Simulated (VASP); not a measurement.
The system is Si.

```xyz
1
Lattice="0.0000 1.6700 1.6700 1.6700 0.0000 1.6700 1.6700 1.6700 0.0000" Properties=species:S:1:pos:R:3 pbc="T T T"
Si    0.0000    0.0000    0.0000
```

This isn't the form of Si at room conditions, which is diamond.

| Quantity | Value |
| --- | --- |
| Program | VASP 6.6.1 |
| Task | relaxation of cell and atoms |
| Functional | PBEsol |
| Potentials or basis | VASP PAW PBE potentials, release 64 (Si) |
| Cutoff | 500 eV |
| k mesh | 7 × 7 × 7 |
| Occupations | methfessel-paxton, width 0.3 eV |
| Spin | no spin polarisation |

At the start: pressure 92.7 GPa; volume 9.31 Å³/atom.

Question: How do energy, volume and symmetry change on relaxing?

Answer: Over 5 steps the energy falls by 934.3 meV/atom and the volume is 14.06 Å³/atom (+50.9 %); space group Fm-3m (No. 225, to 0.1 Å) before and after.

Step by step:
```
step  energy change (eV)  largest force (eV/Å)  pressure (GPa)  volume (Å³)
   1              0.0000                0.0000           92.69         9.31
   2             -0.6732                0.0000          -13.97        18.63
   3             -0.9340                0.0000            0.80        13.94
   4             -0.9342                0.0000           -0.34        14.11
   5             -0.9343                0.0000            0.01        14.06
```

Final structure:
```
CELL_PARAMETERS angstrom
0.00000 1.91550 1.91550
1.91550 0.00000 1.91550
1.91550 1.91550 0.00000
ATOMIC_POSITIONS crystal
Si 0.00000 0.00000 0.00000
```

Caveat: the k points lie up to 0.41 Å⁻¹ apart in the final cell, too coarse for converged energies and pressures of a metal; the volume moved by over 15 % at a fixed basis, so the end points are rough; so wide a smearing shifts energies and pressures; the PAW data sets were made with another functional, which shifts forces and pressure a little.
